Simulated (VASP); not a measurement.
# InSb (I-4m2) in VASP: further runs, part 3 of 3

VASP 6.6.1.

**7. Single point, PBE (strain +0.0200 x Voigt [0, 0, 1, 0, 0, 0])**

Contents of INCAR:

```
SYSTEM = InSb
ALGO = Normal
EDIFF = 1E-6
ENCUT = 520
GGA = PE
ISIF = 2
ISMEAR = 0
LASPH = .TRUE.
LCHARG = .TRUE.
LELF = .TRUE.
LREAL = .FALSE.
LVHAR = .TRUE.
LWAVE = .FALSE.
NBANDS = 16
NELM = 100
PREC = Accurate
SIGMA = 0.15
```

Contents of KPOINTS:

```
k-points
0
G
  12 12 12
  0 0 0
```

Contents of POSCAR:

```
InSb
1.0
    0.0000000000      3.2391000000      3.3038820000
    3.2391000000      0.0000000000      3.3038820000
    3.2391000000      3.2391000000      0.0000000000
In Sb
1 1
Direct
    0.0000000000      0.0000000000      0.0000000000
    0.7500000000      0.7500000000      0.7500000000
```

Potentials or basis: VASP PAW PBE potentials, release 64 (In_d, Sb).

Launch:

```sh
$ cat potpaw_PBE.64/In_d/POTCAR potpaw_PBE.64/Sb/POTCAR > POTCAR
$ mpirun -np 1 vasp_std > vasp.out
```

OUTCAR:

```text
SYSTEM = InSb
   EDIFF = 1E-6
   ENCUT = 520
   GGA = PE
   ISIF = 2
   ISMEAR = 0
   LASPH = .TRUE.
   LREAL = .FALSE.
   NELM = 100
   PREC = Accurate

 ion  position               nearest neighbor table
   1  0.000  0.000  0.000-   2 2.82   2 2.82   2 2.82   2 2.82
   2  0.750  0.750  0.750-   1 2.82   1 2.82   1 2.82   1 2.82

  LATTYP: Found a body centered tetragonal cell.
 ALAT       =     4.5807791499
 C/A-ratio  =     1.4424978336

  Lattice vectors:

 A1 = (  -3.2391000000,   0.0000000000,   3.3038820000)
 A2 = (   3.2391000000,   0.0000000000,   3.3038820000)
 A3 = (   0.0000000000,   3.2391000000,  -3.3038820000)

Analysis of symmetry for initial positions (statically):
=====================================================================
 Subroutine PRICEL returns:
 Original cell was already a primitive cell.

 Routine SETGRP: Setting up the symmetry group for a
 body centered tetragonal supercell.

 Subroutine GETGRP returns: Found  8 space group operations
 (whereof  8 operations were pure point group operations)
 out of a pool of 16 trial point group operations.

The static configuration has the point symmetry D_2d.

Analysis of symmetry for dynamics (positions and initial velocities):
=====================================================================
 Subroutine PRICEL returns:
 Original cell was already a primitive cell.

 Routine SETGRP: Setting up the symmetry group for a
 body centered tetragonal supercell.

 Subroutine GETGRP returns: Found  8 space group operations
 (whereof  8 operations were pure point group operations)
 out of a pool of 16 trial point group operations.

The dynamic configuration has the point symmetry D_2d.

 Subroutine INISYM returns: Found  8 space group operations
 (whereof  8 operations are pure point group operations),
 and found     1 'primitive' translations

----------------------------------------------------------------------------------------

                                     Primitive cell

  volume of cell :      69.3271

  direct lattice vectors                    reciprocal lattice vectors
     0.000000000  3.239100000  3.303882000    -0.154363867  0.154363867  0.151337124
     3.239100000  0.000000000  3.303882000     0.154363867 -0.154363867  0.151337124
     3.239100000  3.239100000  0.000000000     0.154363867  0.154363867 -0.151337124

  length of vectors
     4.626813707  4.626813707  4.580779150     0.265630065  0.265630065  0.265630065

  position of ions in fractional coordinates (direct lattice)
     0.000000000  0.000000000  0.000000000
     0.750000000  0.750000000  0.750000000

  ion indices of the primitive-cell ions
   primitive index   ion index
                 1           1
                 2           2

----------------------------------------------------------------------------------------

 KPOINTS: k-points

Automatic generation of k-mesh.
 Grid dimensions read from file:
 generate k-points for:   12   12   12

 Generating k-lattice:

  Cartesian coordinates                     Fractional coordinates (reciprocal lattice)
    -0.012863656  0.012863656  0.012611427     0.083333333  0.000000000  0.000000000
     0.012863656 -0.012863656  0.012611427     0.000000000  0.083333333  0.000000000
     0.012863656  0.012863656 -0.012611427     0.000000000  0.000000000  0.083333333

  Length of vectors
     0.022135839  0.022135839  0.022135839

  Shift w.r.t. Gamma in fractional coordinates (k-lattice)
     0.000000000  0.000000000  0.000000000

 Subroutine IBZKPT returns following result:
 ===========================================

 Found    163 irreducible k-points:

 Following reciprocal coordinates:
            Coordinates               Weight
  0.000000  0.000000  0.000000      1.000000
  0.083333 -0.000000  0.000000      8.000000
  0.166667 -0.000000  0.000000      8.000000
  0.250000 -0.000000  0.000000      8.000000
  0.333333 -0.000000  0.000000      8.000000
  0.416667 -0.000000  0.000000      8.000000
[... 16 lines left out ...]
  0.500000  0.166667  0.000000      8.000000
 -0.416667  0.166667  0.000000      8.000000
 [... further k-points ...]
   k-points           NKPTS =    163   k-points in BZ     NKDIM =    163   number of bands    NBANDS=     16
   number of dos      NEDOS =    301   number of ions     NIONS =      2
   total plane-waves  NPLWV =  46656
   dimension x,y,z NGX =    36 NGY =   36 NGZ =   36
   dimension x,y,z NGXF=    72 NGYF=   72 NGZF=   72
   ions per type =               1   1
   NGX,Y,Z   is equivalent  to a cutoff of  12.94, 12.94, 13.07 a.u.
   NGXF,Y,Z  is equivalent  to a cutoff of  25.87, 25.87, 26.13 a.u.
 SYSTEM =  InSb
   PREC   = accura    normal or accurate (medium, high low for compatibility)
   ISTART =      0    job   : 0-new  1-cont  2-samecut
   ICHARG =      2    charge: 1-file 2-atom 10-const
   ISPIN  =      1    spin polarized calculation?
   LNONCOLLINEAR =      F non collinear calculations
   LSORBIT =      F    spin-orbit coupling
   LASPH  =      T    aspherical Exc in radial PAW
   ENCUT  =  520.0 eV  38.22 Ry    6.18 a.u.   8.60  8.60  8.52*2*pi/ulx,y,z
   NELM   =    100;   NELMIN=  2; NELMDL= -5     # of ELM steps
   EDIFF  = 0.1E-05   stopping-criterion for ELM
   LREAL  =      F    real-space projection
   EDIFFG = 0.1E-04   stopping-criterion for IOM
   NSW    =      0    number of steps for IOM
   IBRION =     -1    ionic relax: 0-MD 1-quasi-New 2-CG
   NFREE  =      0    steps in history (QN), initial steepest desc. (CG)
   ISIF   =      2    stress and relaxation
   ISYM   =      2    0-nonsym 1-usesym 2-fastsym
   POTIM  = 0.5000    time-step for ionic-motion
   TEBEG  =    0.0;   TEEND  =   0.0 temperature during run
   PSTRESS=    0.0 pullay stress
   NELECT =      18.0000    total number of electrons
   NUPDOWN=      -1.0000    fix difference up-down
   EMIN   =  10.00;   EMAX   =-10.00  energy-range for DOS
   EFERMI =   0.00;   METHOD = LEGACY
   ISMEAR =     0;   SIGMA  =   0.15  broadening in eV -4-tet -1-fermi 0-gaus
   EFERMI_NEDOS =   21; number of points for ismear=-14 and -15
   IALGO  =     38    algorithm
   IMIX   =      4    mixing-type and parameters
     AMIX     =   0.40;   BMIX     =  1.00
     AMIX_MAG =   1.60;   BMIX_MAG =  1.00
  volume/ion in A,a.u.               =      34.66       233.92
  Fermi-wavevector in a.u.,A,eV,Ry     =   1.044395  1.973619 14.840690  1.090760
  Thomas-Fermi vector in A             =   2.179145
   LORBIT       =      0    0 simple, 1 ext, 2 COOP (PROOUT), +10 PAW based schemes
   GGA     = PE    functional components
   LHFCALC =     F    Hartree Fock is set to
   AEXX    =    0.0000 exact exchange contribution
   IVDW    =     0    specifies the selected vdW correction
   LEPSILON=     F    determine dielectric tensor
   LRPA    =     F    only Hartree local field effects (RPA)
 non-spin polarized calculation
 Gauss-broadening in eV      SIGMA  =   0.15
  energy-cutoff  :      520.00
  volume of cell :       69.33
 maximum number of plane-waves:      1887
   NGX = 17   NGY = 17   NGZ = 17

 number of electron      17.9999996 magnetization

 Free energy of the ion-electron system (eV)
  ---------------------------------------------------
  ext. energy  EPLUGINS =         0.00000000
  ---------------------------------------------------
  free energy    TOTEN  =        -6.92790547 eV

  energy without entropy =       -6.92766256  energy(sigma->0) =       -6.92778402

 E-fermi :   5.0275     XC(G=0):  -8.6033

 val. band max:        4.9345325041   @ k =   0.0000   0.0000   0.0000
 cond. band min:       5.4017474731   @ k =   0.5000  -0.0000   0.0000
 fundamental gap:      0.4672149690
 Fermi energy:         5.0274917010

 k-point     1 :       0.0000    0.0000    0.0000
  band No.  band energies     occupation
      1      -9.6659      2.00000
      2      -9.6617      2.00000
      3      -9.6617      2.00000
      4      -9.5848      2.00000
      5      -9.5820      2.00000
      6      -5.6934      2.00000
[... 8 lines left out ...]
     15      12.9870      0.00000
     16      13.2888      0.00000
[... 419 lines left out ...]
 k-point    24 :      -0.4167    0.1667    0.0000
  band No.  band energies     occupation
      1      -9.7117      2.00000
      2      -9.6428      2.00000
      3      -9.6390      2.00000
      4      -9.5846      2.00000
      5      -9.5823      2.00000
      6      -4.2282      2.00000
[... 8 lines left out ...]
     15      13.1041      0.00000
     16      13.3911      0.00000

 [... further k-points ...]
[... 5 lines left out ...]
  --------------------------------------------------------------------------------------
  -------------------------------------------------------------------------------------
  Total        1.0006296      1.0006296      0.7692726      0.0000000      0.0000000      0.0000000
  in kB       23.1249434     23.1249434     17.7781923      0.0000000      0.0000000      0.0000000
  external PRESSURE =      21.3426931 kB  Pullay stress =       0.0000000 kB

 VOLUME and BASIS-vectors are now :
 -----------------------------------------------------------------------------
  energy-cutoff  :      520.00
  volume of cell :       69.33
      direct lattice vectors                 reciprocal lattice vectors
     0.000000000  3.239100000  3.303882000    -0.154363867  0.154363867  0.151337124
     3.239100000  0.000000000  3.303882000     0.154363867 -0.154363867  0.151337124
     3.239100000  3.239100000  0.000000000     0.154363867  0.154363867 -0.151337124

 POSITION                                       TOTAL-FORCE (eV/Angst)
 -----------------------------------------------------------------------------------
      0.00000      0.00000      0.00000         0.000000      0.000000      0.000000
      4.85865      4.85865      4.95582        -0.000000     -0.000000     -0.000000
 -----------------------------------------------------------------------------------
    total drift:                               -0.000000     -0.000000      0.000000

  FREE ENERGIE OF THE ION-ELECTRON SYSTEM (eV)
  ---------------------------------------------------
  free  energy   TOTEN  =        -6.9279054686 eV

  energy  without entropy=       -6.9276625631  energy(sigma->0) =       -6.92778402
```

OSZICAR:

```text
N       E                     dE             d eps       ncg     rms          rms(c)
DAV:   1     0.112350688977E+03    0.11235E+03   -0.79290E+03  5224   0.111E+03
DAV:   2     0.219874426792E+00   -0.11213E+03   -0.10853E+03  5864   0.277E+02
DAV:   3    -0.682803181818E+01   -0.70479E+01   -0.70233E+01  6656   0.719E+01
DAV:   4    -0.702345350853E+01   -0.19542E+00   -0.19538E+00  6576   0.139E+01
DAV:   5    -0.703416456514E+01   -0.10711E-01   -0.10711E-01  7992   0.268E+00    0.405E+00
DAV:   6    -0.693889532160E+01    0.95269E-01   -0.15162E-01  7584   0.586E+00    0.235E+00
DAV:   7    -0.692613805176E+01    0.12757E-01   -0.66670E-02  7000   0.238E+00    0.612E-01
DAV:   8    -0.692716953087E+01   -0.10315E-02   -0.75107E-03  6896   0.986E-01    0.247E-01
DAV:   9    -0.692781169086E+01   -0.64216E-03   -0.92490E-04  6536   0.256E-01    0.753E-02
DAV:  10    -0.692786056863E+01   -0.48878E-04   -0.49551E-05  7216   0.475E-02    0.372E-02
DAV:  11    -0.692790362415E+01   -0.43056E-04   -0.77269E-05  6120   0.563E-02    0.240E-02
DAV:  12    -0.692790500827E+01   -0.13841E-05   -0.12748E-06  6248   0.788E-03    0.666E-03
DAV:  13    -0.692790546863E+01   -0.46036E-06   -0.14482E-06  6216   0.697E-03
   1 F= -.69279055E+01 E0= -.69277840E+01  d E =-.242905E-03
```

stdout:

```text
POSCAR found type information on POSCAR InSb
 POSCAR found :  2 types and       2 ions
 scaLAPACK will be used
 LDA part: xc-table for (Slater+PW92), standard interpolation
 POSCAR, INCAR and KPOINTS ok, starting setup
 FFT: planning ... GRIDC
 FFT: planning ... GRID_SOFT
 FFT: planning ... GRID
 WAVECAR not read
 entering main loop
```

It took 1.8 min on 1 thread of AMD EPYC 9R45 (Zen 5), shared host; peak memory 0.31 GiB.

Results:

```yaml
Free_energy: -6.9279 eV
Pressure: 2.1 GPa
Band_gap_on_the_k_mesh: zero (filled and empty bands touch)
```

Levels at points of the mesh, in eV from the Fermi level:
| k point | band 7 | band 8 | band 9 | band 10 | band 11 | band 12 |
| --- | --- | --- | --- | --- | --- | --- |
| (0.00, 0.00, 0.00) | -0.43 | -0.19 | -0.09 | -0.09 | 2.82 | 2.82 |
| (0.50, 0.00, 0.00) | -5.65 | -1.17 | -1.04 | 0.37 | 3.64 | 3.73 |
| (0.50, 0.50, 0.00) | -6.01 | -2.26 | -2.26 | 1.31 | 1.32 | 7.90 |
| (0.50, 0.00, 0.50) | -5.93 | -2.36 | -2.35 | 1.17 | 1.22 | 7.86 |

Caveat: the cell differs from its parent crystal (strain +0.0200 x Voigt [0, 0, 1, 0, 0, 0]); spin-orbit coupling is left out, which moves the levels of the heavy elements.

**8. The runs side by side**

```csv
cell,gap on the mesh (eV),pressure (GPa)
"a = 4.569, b = 4.569, c = 4.581 Å, angles 59.9, 59.9, 60.2°, 2 atoms",-,3.4
"a = 4.592, b = 4.592, c = 4.581 Å, angles 60.1, 60.1, 59.8°, 2 atoms",none,2.9
"a = 4.604, b = 4.604, c = 4.581 Å, angles 60.2, 60.2, 59.7°, 2 atoms",none,2.6
"a = 4.615, b = 4.615, c = 4.581 Å, angles 60.2, 60.2, 59.5°, 2 atoms",none,2.4
"a = 4.621, b = 4.621, c = 4.581 Å, angles 60.3, 60.3, 59.4°, 2 atoms",none,2.3
"a = 4.627, b = 4.627, c = 4.581 Å, angles 60.3, 60.3, 59.3°, 2 atoms",none,2.1
```

Alike in all rows: task single point; level PBE; potentials or basis VASP PAW PBE potentials, release 64 (In_d, Sb); no spin polarisation; k mesh 12 × 12 × 12; cutoff (eV) 520; smearing gaussian 0.15 eV.

Caveats: spin-orbit coupling is left out, which moves the levels of the heavy elements.

Absolute energies hang on the potentials; compare differences alone.
